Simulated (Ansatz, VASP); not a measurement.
**NiO2 in VASP and in Ansatz**

```xyz
3
Lattice="2.7304 0.0000 0.0000 -1.3652 2.3646 0.0000 0.0000 0.0000 5.1695" Properties=species:S:1:pos:R:3 pbc="T T T"
Ni    0.0000    0.0000    2.5848
O     1.3652    0.7882    3.4899
O     0.0000    1.5764    1.6796
```

Alike in both runs: task single point; functional PBEsol; k mesh 12 × 12 × 6; occupations gaussian, width 0.05 eV; no spin polarisation.

|  | VASP | Ansatz |
| --- | --- | --- |
| version | VASP 6.6.1 | Ansatz 0.2.0 |
| potentials or method | VASP PAW PBE potentials, release 64 (Ni, O), cutoff 520 eV | scalar-relativistic, plane waves, PAW |
| valence electrons in the cell | 22 | 30 |

|  | VASP | Ansatz | Ansatz less VASP |
| --- | --- | --- | --- |
| gap on the k mesh at the Fermi level (eV) | 1.20 | 1.23 | +0.025 |
| least direct gap on the mesh (eV) | 1.49 | 1.51 | +0.022 |
| pressure (GPa) | 13.9 | 13.3 | -0.66 |
| traceless stress, the component that is largest in VASP (GPa) | -3.83 | -3.42 | +0.413 |
| rms of the force components (eV/Å) | 0.572 | 0.535 | -0.0363 |

VASP's potentials were made for PBE, not for PBEsol. Atom by atom the forces differ by 0.036 eV/Å (rms over components). The functional is the same, so the differences come from potentials, cutoffs and numerics. VASP's potentials hold 22 valence electrons a cell and Ansatz's 30, so a difference there can come from the potentials and not from the codes.
